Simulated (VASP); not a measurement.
Set up this calculation in VASP 6.6.1, as the native input.

```
Task                   : single point
Functional             : PBE
Potentials or basis    : VASP PAW PBE potentials, release 64 (Si, B)
Cutoff                 : 520 eV
k mesh                 : 4 × 4 × 4
Occupations            : gaussian, width 0.1 eV
Spin                   : no spin polarisation
Dipole correction      : no
Further INCAR settings : ALGO = Normal; EDIFF = 1e-07; NBANDS = 25
```

The structure of Si3B lies in POSCAR:

```
Si3B
1.0
    0.0000000000      3.6755098338      3.6755098338
    3.6755098338      0.0000000000      3.6755098338
    3.6755098338      3.6755098338      0.0000000000
Si B
6 2
Direct
    0.7500130757      0.2499869243      0.2499869243
    0.2499869243      0.7500130757      0.7500130757
    0.2499869243      0.7500130757      0.2499869243
    0.7500130757      0.2499869243      0.7500130757
    0.2499869243      0.2499869243      0.7500130757
    0.7500130757      0.7500130757      0.2499869243
    0.2500000000      0.2500000000      0.2500000000
    0.7500000000      0.7500000000      0.7500000000
```

These files were run (other wordings do the same):

INCAR

```
SYSTEM = Si3B
PREC     = Accurate       ! precision mode
ENCUT    = 520            ! plane-wave cutoff, eV
EDIFF    = 1E-7           ! SCF threshold, eV
ISMEAR   = 0              ! smearing method
SIGMA    = 0.1            ! smearing width, eV
LREAL    = .False.        ! projectors in reciprocal space
LASPH    = .True.         ! aspherical terms in the spheres
NELM     = 80             ! most SCF steps
ALGO     = Normal         ! electronic algorithm
ISIF     = 2              ! what is computed and relaxed
LWAVE    = .False.        ! write WAVECAR
LCHARG   = .False.        ! write CHGCAR
GGA      = PE             ! functional
NBANDS   = 25             ! bands
```

KPOINTS

```
regular mesh
0
Gamma
  4 4 4
  0 0 0
```

Potentials or basis: VASP PAW PBE potentials, release 64 (Si, B).

Run with:

```sh
$ cat potpaw_PBE.64/Si/POTCAR potpaw_PBE.64/B/POTCAR > POTCAR
$ mpirun -np 1 vasp_std > vasp.out
```

It gave:

```json
{
 "Pressure": "-0.2 GPa",
 "Band gap on the k mesh": "zero (band 15 reaches 11.41 eV, above the bottom of band 16 at 9.26 eV)"
}
```

Caveat: the k points lie up to 0.37 Å⁻¹ apart.

Wall time 10 s on 1 thread of AMD EPYC 9R45 96-Core Processor (Zen 5) (shared host), peak memory 0.2 GiB.
